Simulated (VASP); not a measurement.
# Sn32O64F (a cell with a defect) in VASP: single point with PBE

Aim: the single point of Sn32O64F (a cell with a defect) with PBE.

Everything below comes from runs of VASP 6.6.1. Logs are shortened: lines on timing, memory, paths and dates and some standing lists are left out, and cuts for length are marked.

### Step 1. The cell of the first run

The cell holds a defect, 97 atoms: a = 11.626 Å, b = 11.626 Å, c = 13.654 Å, α = 54.04°, β = 54.04°, γ = 71.92°.

### Step 2. Single point, PBE

Contents of INCAR:

```
SYSTEM = Sn32O64F
PREC = Accurate
ENCUT = 520
EDIFF = 1E-6
ISMEAR = -1
SIGMA = 0.01
LREAL = Auto
LASPH = .TRUE.
NELM = 120
ALGO = Normal
ISIF = 2
LWAVE = .FALSE.
LCHARG = .TRUE.
GGA = PE
LELF = .TRUE.
LVHAR = .TRUE.
NBANDS = 474
NELECT = 840.0
GGA_COMPAT = .FALSE.
ISYM = -1
KPAR = 1
```

Contents of KPOINTS:

```
explicit points
1
Reciprocal
  0.25000000   0.25000000   0.25000000 1
```

Contents of POSCAR:

```
Sn32O64F
1.0
    0.0000000000      9.6549200600      6.4759066800
    9.6549200600      0.0000000000      6.4759066800
    9.6549200600      9.6549200600      0.0000000000
Sn O F
32 64 1
Direct
    0.1251358600      0.1258402000      0.1242044500
    0.3750520700      0.3761822200      0.3764437800
    0.0005955000     -0.0007093200     -0.0007304500
    0.2527636500      0.2481520900      0.2487962700
    0.1229734700      0.1264983600      0.6238559100
    0.3735495400      0.3783524800      0.8736633500
   -0.0003950500      0.0003194000      0.4993952900
    0.2497481300      0.2495159600      0.7489849000
    0.1250768600      0.6238954800      0.1258202800
    0.3767324600      0.8727251800      0.3767357900
   -0.0025287100      0.5016153900      0.0013197000
    0.2496162400      0.7503220200      0.2508783600
    0.1272188900      0.6231898800      0.6262724800
    0.3760822900      0.8748857200      0.8748317800
    0.0001933100      0.5002500000      0.5011964800
    0.2505150000      0.7494523300      0.7507202700
    0.6264804900      0.1250027100      0.1223475400
    0.8766981300      0.3716304100      0.3764341200
    0.4996878700     -0.0002650000      0.0017237500
    0.7499568600      0.2499874000      0.2494781800
    0.6282738500      0.1234083900      0.6247608800
    0.8749356100      0.3734602300      0.8739027900
    0.4983157600      0.0024685600      0.5004740300
    0.7443249500      0.2555378500      0.7418931600
    0.6237400500      0.6248720300      0.1277375300
    0.8741083700      0.8748602800      0.3752205400
    0.5002198500      0.4997662000      0.0007595400
    0.7503497600      0.7501367400      0.2484174000
    0.6216193400      0.6264814200      0.6256118800
    0.8734665000      0.8769192700      0.8734533400
    0.5062107700      0.4936606600      0.5082814200
    0.7518028600      0.7472605500      0.7497472300
    0.0347932300      0.2212261400      0.3651534100
    0.2791598400      0.4709733500      0.1255317300
    0.2230973200      0.0265082600      0.3750052700
    0.4728604100      0.2780898500      0.1247474900
    0.0001628000     -0.0002073500      0.1531053000
    0.2506252700      0.2509888400      0.4024011000
    0.0006413200     -0.0006757300      0.3456229300
    0.2505912200      0.2506050800      0.0949508100
    0.0285766500      0.2204243800      0.8758381100
    0.2806002500      0.4697454200      0.6245208400
    0.2216361100      0.0277013500      0.8751590500
    0.4688643700      0.2728858300      0.6187531000
    0.0019698400     -0.0020362000      0.6522853600
    0.2515049300      0.2504013200      0.9016582800
   -0.0007401600      0.0006688400      0.8457642800
    0.2462913600      0.2509411000      0.5968893700
    0.0284948700      0.7220323500      0.3749050900
    0.2779100400      0.9714431000      0.1255528100
    0.2214732700      0.5292371900      0.3744532000
    0.4706946900      0.7784766300      0.1251603300
    0.0000350500      0.4989418700      0.1549482500
    0.2509264500      0.7490039900      0.4043996400
   -0.0011405700      0.4993811100      0.3483832700
    0.2501017700      0.7498670900      0.0969845600
    0.0270806100      0.7232675300      0.8752420800
    0.2766670900      0.9728836300      0.6256371900
    0.2154444400      0.5285121900      0.8848173300
    0.4714427200      0.7845170000      0.6288460900
    0.0032663200      0.4990284900      0.6533921400
    0.2495494700      0.7503978900      0.9044370300
   -0.0005281600      0.4986491500      0.8477553600
    0.2482175800      0.7517092100      0.5978923500
    0.5283118900      0.2225417100      0.3743328700
    0.7773958800      0.4716269400      0.1252966200
    0.7211229700      0.0289127700      0.3745710500
    0.9710498900      0.2788256200      0.1246196100
    0.5008690900     -0.0032671900      0.1557487400
    0.7489311400      0.2510513200      0.4029503800
    0.5013632300      0.0003625300      0.3459517600
    0.7501431900      0.2498038800      0.0959602900
    0.5235740400      0.2192149800      0.8876295800
    0.7806678000      0.4763277100      0.6303583300
    0.7199114300      0.0302289700      0.8755916800
    0.9696260100      0.2800144800      0.6257967500
    0.5010221700     -0.0001381400      0.6540022900
    0.7506600500      0.2492618200      0.9012189900
    0.5005084500      0.0012906700      0.8466185700
    0.7920461300      0.2080222600      0.5918712900
    0.5301601300      0.7193205500      0.3748501900
    0.7794857200      0.9713271700      0.1249432500
    0.7270402900      0.5309224300      0.3612582800
    0.9721835000      0.7782393500      0.1246003400
    0.5000212700      0.4998913100      0.1543261500
    0.7494922700      0.7485569400      0.4036125600
    0.4992379700      0.5007571800      0.3487157900
    0.7490898200      0.7534001500      0.0943056100
    0.5289921400      0.7208443200      0.8757020100
    0.7786806100      0.9652345000      0.6212251500
    0.7218768500      0.5271343400      0.8757981100
    0.9734398500      0.7768458800      0.6246783500
    0.4585202200      0.5415134900      0.6582845000
    0.7489020700      0.7494060300      0.9040872400
    0.5012541900      0.4987650600      0.8474379700
    0.7494439300      0.7493410400      0.5961906300
    0.6245010600      0.3743530400      0.6241819500
```

Potentials or basis: VASP PAW PBE potentials, release 64 (Sn_d, O, F).

Command:

```
$ cat potpaw_PBE.64/Sn_d/POTCAR potpaw_PBE.64/O/POTCAR potpaw_PBE.64/F/POTCAR > POTCAR
$ mpirun -np 4 vasp_std > vasp.out
```

OUTCAR:

```text
SYSTEM = Sn32O64F
   PREC = Accurate
   ENCUT = 520
   EDIFF = 1E-6
   ISMEAR = -1
   LREAL = Auto
   LASPH = .TRUE.
   NELM = 120
   ISIF = 2
   GGA = PE
   NELECT = 840.0
   ISYM = -1

 ion  position               nearest neighbor table
   1  0.125  0.126  0.124-  40 2.08  39 2.09  37 2.09  68 2.10  46 2.10  50 2.10   6 3.24  26 3.25

   2  0.375  0.376  0.376-  48 2.08  87 2.08  85 2.09  51 2.09  65 2.10  38 2.11  25 3.22   5 3.25
                             8 3.74
   3  0.001  0.999  0.999-  43 2.08  84 2.08  82 2.08  41 2.08  47 2.10  37 2.10   8 3.23  28 3.23
[... 35 lines left out ...]
  21  0.628  0.123  0.625-  77 2.09  70 2.09  79 2.09  80 2.11  90 2.11  44 2.12  18 3.22  14 3.24
                            24 3.67  31 3.73   7 3.74
  22  0.875  0.373  0.874-  61 2.08  78 2.08  72 2.09  41 2.09  91 2.09  63 2.11  17 3.22  13 3.25
                            15 3.74
  23  0.498  0.002  0.500-  60 2.05  65 2.08  58 2.09  77 2.10  67 2.10  71 2.10  20 3.23  16 3.24

  24  0.744  0.256  0.742-  73 2.10  74 2.10  76 2.12  75 2.12  80 2.15  78 2.18  97 2.29  19 3.24
                            15 3.25  21 3.67  18 3.67   6 3.73  29 3.74
  25  0.624  0.625  0.128-  88 2.08  87 2.08  85 2.09  52 2.09  66 2.10  94 2.11   2 3.22  30 3.25
                            28 3.74
  26  0.874  0.875  0.375-  96 2.08  39 2.09  37 2.09  67 2.10  86 2.10  49 2.10  29 3.24   1 3.25

  27  0.500  0.500  0.001-  34 2.08  89 2.08  91 2.09  36 2.09  95 2.09  85 2.10   4 3.23  32 3.23

  28  0.750  0.750  0.248-  83 2.07  81 2.08  82 2.09  84 2.09  88 2.09  86 2.10   3 3.23  31 3.25
                            25 3.74  10 3.76
  29  0.622  0.626  0.626-  96 2.09  95 2.09  86 2.09  93 2.10  60 2.11  74 2.12   6 3.21  26 3.24
                            31 3.67  24 3.74  16 3.74
  30  0.873  0.877  0.873-  88 2.08  45 2.08  94 2.09  47 2.09  75 2.10  57 2.10   5 3.23  25 3.25

  31  0.506  0.494  0.508-  83 2.10  44 2.10  42 2.13  81 2.13  93 2.15  87 2.18  97 2.26   8 3.25
                            28 3.25   6 3.67  29 3.67  21 3.73  18 3.73
  32  0.752  0.747  0.750-  90 2.06  91 2.08  92 2.09  89 2.10  96 2.10  94 2.10  27 3.23   7 3.24

  33  0.035  0.221  0.365-   4 2.06   7 2.09  18 2.11
  34  0.279  0.471  0.126-  27 2.08   9 2.10   4 2.10
  35  0.223  0.027  0.375-   4 2.09  10 2.10   7 2.10
  36  0.473  0.278  0.125-   4 2.08  27 2.09  17 2.09
  37  0.000  1.000  0.153-  26 2.09   1 2.09   3 2.10
  38  0.251  0.251  0.402-   5 2.09   4 2.10   2 2.11
[... 56 lines left out ...]
  95  0.501  0.499  0.847-  29 2.09   6 2.09  27 2.09
  96  0.749  0.749  0.596-  26 2.08  29 2.09  32 2.10
  97  0.625  0.374  0.624-  31 2.26  24 2.29

IMPORTANT INFORMATION: All symmetrisations will be switched off!
NOSYMM: (Re-)initialisation of all symmetry stuff for point group C_1.

----------------------------------------------------------------------------------------

                                     Primitive cell

  volume of cell :    1207.3354

  direct lattice vectors                    reciprocal lattice vectors
     0.000000000  9.654920060  6.475906680    -0.051787068  0.051787068  0.077209266
     9.654920060  0.000000000  6.475906680     0.051787068 -0.051787068  0.077209266
     9.654920060  9.654920060  0.000000000     0.051787068  0.051787068 -0.077209266

  length of vectors
    11.625611756 11.625611756 13.654118892     0.106419319  0.106419319  0.106419319

  position of ions in fractional coordinates (direct lattice)
     0.125135860  0.125840200  0.124204450
     0.375052070  0.376182220  0.376443780
     0.000595500  0.999290680  0.999269550
     0.252763650  0.248152090  0.248796270
     0.122973470  0.126498360  0.623855910
     0.373549540  0.378352480  0.873663350
[... 210 lines left out ...]
   NGXF,Y,Z  is equivalent  to a cutoff of  25.74, 25.74, 26.30 a.u.
 SYSTEM =  Sn32O64F
   PREC   = accura    normal or accurate (medium, high low for compatibility)
   ISTART =      0    job   : 0-new  1-cont  2-samecut
   ICHARG =      2    charge: 1-file 2-atom 10-const
   ISPIN  =      1    spin polarized calculation?
   LNONCOLLINEAR =      F non collinear calculations
   LSORBIT =      F    spin-orbit coupling
   LASPH  =      T    aspherical Exc in radial PAW
   ENCUT  =  520.0 eV  38.22 Ry    6.18 a.u.  21.62 21.62 25.39*2*pi/ulx,y,z
   NELM   =    120;   NELMIN=  2; NELMDL= -5     # of ELM steps
   EDIFF  = 0.1E-05   stopping-criterion for ELM
   LREAL  =      T    real-space projection
   EDIFFG = 0.1E-04   stopping-criterion for IOM
   NSW    =      0    number of steps for IOM
   IBRION =     -1    ionic relax: 0-MD 1-quasi-New 2-CG
   NFREE  =      0    steps in history (QN), initial steepest desc. (CG)
   ISIF   =      2    stress and relaxation
   ISYM   =     -1    0-nonsym 1-usesym 2-fastsym
   POTIM  = 0.5000    time-step for ionic-motion
   TEBEG  =    0.0;   TEEND  =   0.0 temperature during run
   PSTRESS=    0.0 pullay stress
   NELECT =     840.0000    total number of electrons
   NUPDOWN=      -1.0000    fix difference up-down
   EMIN   =  10.00;   EMAX   =-10.00  energy-range for DOS
   EFERMI =   0.00;   METHOD = LEGACY
   ISMEAR =    -1;   SIGMA  =   0.01  broadening in eV -4-tet -1-fermi 0-gaus
   EFERMI_NEDOS =   21; number of points for ismear=-14 and -15
   IALGO  =     38    algorithm
   IMIX   =      4    mixing-type and parameters
     AMIX     =   0.40;   BMIX     =  1.00
     AMIX_MAG =   1.60;   BMIX_MAG =  1.00
  volume/ion in A,a.u.               =      12.45        83.99
  Fermi-wavevector in a.u.,A,eV,Ry     =   1.450637  2.741306 28.631371  2.104346
  Thomas-Fermi vector in A             =   2.568226
   LORBIT       =      0    0 simple, 1 ext, 2 COOP (PROOUT), +10 PAW based schemes
   GGA     = PE    functional components
   LHFCALC =     F    Hartree Fock is set to
   AEXX    =    0.0000 exact exchange contribution
   IVDW    =     0    specifies the selected vdW correction
   LEPSILON=     F    determine dielectric tensor
   LRPA    =     F    only Hartree local field effects (RPA)
 non-spin polarized calculation
  energy-cutoff  :      520.00
  volume of cell :     1207.34
 maximum number of plane-waves:     32545
 NGX is ok and might be reduce to    90
   NGX = 43   NGY = 43   NGZ = 51

 number of electron     839.9999957 magnetization

 Free energy of the ion-electron system (eV)
  ---------------------------------------------------
  ext. energy  EPLUGINS =         0.00000000
  ---------------------------------------------------
  free energy    TOTEN  =      -591.11656400 eV

  energy without entropy =     -591.11656400  energy(sigma->0) =     -591.11656400

 E-fermi :   6.1278     XC(G=0): -11.0347

 val. band max:        5.8352297530   @ k =   0.2500   0.2500   0.2500
 cond. band min:       6.7970745371   @ k =   0.2500   0.2500   0.2500
 fundamental gap:      0.9618447841
 Fermi energy:         6.1278291490

 k-point     1 :       0.2500    0.2500    0.2500
  band No.  band energies     occupation
      1     -15.7988      2.00000
      2     -15.4428      2.00000
      3     -15.4011      2.00000
      4     -15.3990      2.00000
      5     -15.3746      2.00000
      6     -15.3648      2.00000
[... 424 lines left out ...]
    431       9.9512      0.00000
    432       9.9649      0.00000
 [bands above 432 left out]

------------------------ aborting loop because EDIFF is reached ----------------------------------------

  FORCE on cell =-STRESS in cart. coord.  units (eV):
  Direction    XX          YY          ZZ          XY          YZ          ZX
  --------------------------------------------------------------------------------------
  -------------------------------------------------------------------------------------
  Total       21.4093626     16.7397740     20.1748267     -1.9557304     -0.8237985     -0.8869236
  in kB       28.4109907     22.2142795     26.7727173     -2.5953243     -1.0932102     -1.1769794
  external PRESSURE =      25.7993292 kB  Pullay stress =       0.0000000 kB

 VOLUME and BASIS-vectors are now :
 -----------------------------------------------------------------------------
  energy-cutoff  :      520.00
  volume of cell :     1207.34
      direct lattice vectors                 reciprocal lattice vectors
     0.000000000  9.654920060  6.475906680    -0.051787068  0.051787068  0.077209266
     9.654920060  0.000000000  6.475906680     0.051787068 -0.051787068  0.077209266
     9.654920060  9.654920060  0.000000000     0.051787068  0.051787068 -0.077209266

 POSITION                                       TOTAL-FORCE (eV/Angst)
 -----------------------------------------------------------------------------------
      2.41416      2.40736      1.62530         0.007952     -0.003911      0.002550
      7.26654      7.25563      4.86492        -0.002480      0.010334      0.008547
     19.29594      9.65362      6.47517        -0.002565      0.012124      0.000224
      4.79800      4.84252      3.24388        -0.006328     -0.003207      0.003764
      7.24461      7.21058      1.61556         0.010007     -0.014076     -0.011122
     12.08811     12.04174      4.86925        -0.004375     -0.010334      0.011237
[... 89 lines left out ...]
     12.99100     12.99199      9.70599         0.043206      0.041157     -0.004522
      9.64078     12.05593      6.46849        -0.001607      0.000037     -0.001015
 -----------------------------------------------------------------------------------
    total drift:                               -0.002675     -0.018820     -0.010167

  FREE ENERGIE OF THE ION-ELECTRON SYSTEM (eV)
  ---------------------------------------------------
  free  energy   TOTEN  =      -591.1165639972 eV

  energy  without entropy=     -591.1165639972  energy(sigma->0) =     -591.11656400
```

Wall time 18 min (4 MPI ranks of Intel Xeon Platinum 8488C (Sapphire Rapids), shared host); peak memory 0.69 GiB.

Results:

```
Free energy   : -591.1166 eV
Largest force : 0.085 eV/Å
```

Forces in eV/Å, atoms in the order of the input:
```
Sn   0.008 -0.004  0.003
Sn  -0.002  0.010  0.009
Sn  -0.003  0.012  0.000
Sn  -0.006 -0.003  0.004
Sn   0.010 -0.014 -0.011
Sn  -0.004 -0.010  0.011
Sn  -0.012  0.002  0.008
Sn   0.008  0.009  0.001
Sn   0.000  0.010  0.004
Sn  -0.005  0.008  0.008
Sn  -0.010 -0.009 -0.011
Sn   0.006 -0.010  0.005
Sn  -0.009  0.011 -0.005
Sn   0.004  0.004 -0.008
Sn  -0.005 -0.001  0.011
Sn   0.013 -0.003 -0.004
Sn  -0.005 -0.003 -0.022
Sn  -0.009  0.009 -0.037
Sn  -0.005 -0.002 -0.010
Sn   0.006  0.011 -0.005
Sn  -0.002 -0.003  0.038
Sn  -0.003 -0.005  0.020
Sn  -0.005 -0.016  0.019
Sn  -0.030  0.023  0.003
Sn  -0.009  0.007 -0.007
Sn  -0.001 -0.006  0.003
Sn   0.014  0.008 -0.001
Sn   0.001  0.007  0.002
Sn  -0.019 -0.005 -0.019
Sn   0.009 -0.009  0.013
Sn   0.013 -0.037 -0.004
Sn  -0.005  0.005 -0.014
O    0.044 -0.039 -0.005
O    0.025 -0.037 -0.008
O   -0.027  0.034 -0.009
O   -0.028  0.039  0.004
O   -0.030 -0.041  0.002
O   -0.032 -0.036  0.014
O    0.028  0.037 -0.001
O    0.038  0.042 -0.006
O    0.030 -0.043  0.002
O    0.036 -0.036  0.008
O   -0.031  0.034  0.004
O   -0.035  0.026 -0.003
O   -0.023 -0.032  0.002
O   -0.036 -0.038 -0.002
O    0.031  0.037 -0.002
O    0.021  0.028 -0.007
O    0.027 -0.029 -0.007
O    0.024 -0.028  0.005
O   -0.025  0.028 -0.007
O   -0.023  0.033  0.009
O   -0.016 -0.026 -0.001
O   -0.034 -0.045  0.006
O    0.028  0.031  0.000
O    0.031  0.035 -0.003
O    0.021 -0.030  0.001
O    0.015 -0.028 -0.002
O   -0.033  0.031  0.012
O   -0.036  0.029 -0.015
O   -0.032 -0.032  0.008
O   -0.026 -0.033  0.004
O    0.040  0.047 -0.001
O    0.026  0.030 -0.001
O    0.042 -0.042 -0.001
O    0.042 -0.045 -0.001
O   -0.032  0.041 -0.002
O   -0.032  0.047 -0.001
O   -0.035 -0.033 -0.007
O   -0.052 -0.052  0.007
O    0.042  0.045 -0.004
O    0.032  0.035 -0.005
O    0.050 -0.019  0.010
O    0.041 -0.032 -0.007
O   -0.035  0.029  0.020
O   -0.038  0.039 -0.009
O   -0.025 -0.027  0.006
O   -0.037 -0.029 -0.003
O    0.028  0.035 -0.007
O    0.061  0.056 -0.015
O    0.024 -0.033 -0.015
O    0.031 -0.038 -0.004
O   -0.037  0.019 -0.008
O   -0.027  0.034 -0.001
O   -0.045 -0.049  0.003
O   -0.037 -0.041  0.008
O    0.058  0.063  0.003
O    0.028  0.027  0.003
O    0.020 -0.035  0.009
O    0.049 -0.038  0.012
O   -0.028  0.033 -0.002
O   -0.029  0.028  0.008
O   -0.039 -0.032  0.016
O   -0.035 -0.039 -0.007
O    0.030  0.029 -0.007
O    0.043  0.041 -0.005
F   -0.002  0.000 -0.001
```

Caveat: the cell carries a net charge on a neutralising background, which shifts energy and pressure; the cell is charged against a uniform background, so pressure and absolute levels hang on convention; spin-orbit coupling is left out, which moves the levels of the heavy elements.
